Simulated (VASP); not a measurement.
InAs, 2 atoms in the cell. The structure is cubic, space group F-43m (No. 216). Conventional cell: a = 6.188 Å, b = 6.188 Å, c = 6.188 Å, α = 90.00°, β = 90.00°, γ = 90.00°. Within 3.5 Å of In (site symmetry -43m) lie 4 As at 2.68 Å. As (site symmetry -43m) has 4 In at 2.68 Å within 3.5 Å. 

* Program: VASP 6.6.1
* Task: relaxation of cell and atoms
* Functional: PBE
* Potentials or basis: VASP PAW PBE potentials, release 64 (In_d, As)
* Cutoff: 600 eV
* k mesh: 12 × 12 × 12
* Occupations: fermi-dirac, width 0.15 eV
* Spin: no spin polarisation
* Target pressure: 1 GPa
* Dipole correction: no
* Further INCAR settings: ALGO = Normal; EDIFF = 1e-07; IBRION = 2; EDIFFG = -0.001; NSW = 80; ISIF = 3

Potentials or basis: VASP PAW PBE potentials, release 64 (In_d, As).

The run is started by

```bash
$ cat potpaw_PBE.64/In_d/POTCAR potpaw_PBE.64/As/POTCAR > POTCAR
$ mpirun -np 1 vasp_std > vasp.out
```

Hardware: 1 thread of Intel(R) Xeon(R) 6975P-C (Granite Rapids), on a shared host.

Question: Estimate the wall time of this run.

Answer: Wall time 86 s on 1 thread of Intel(R) Xeon(R) 6975P-C (Granite Rapids) (shared host), peak memory 0.26 GiB. Counts: scf iterations 35, k points 72, ion steps 3.
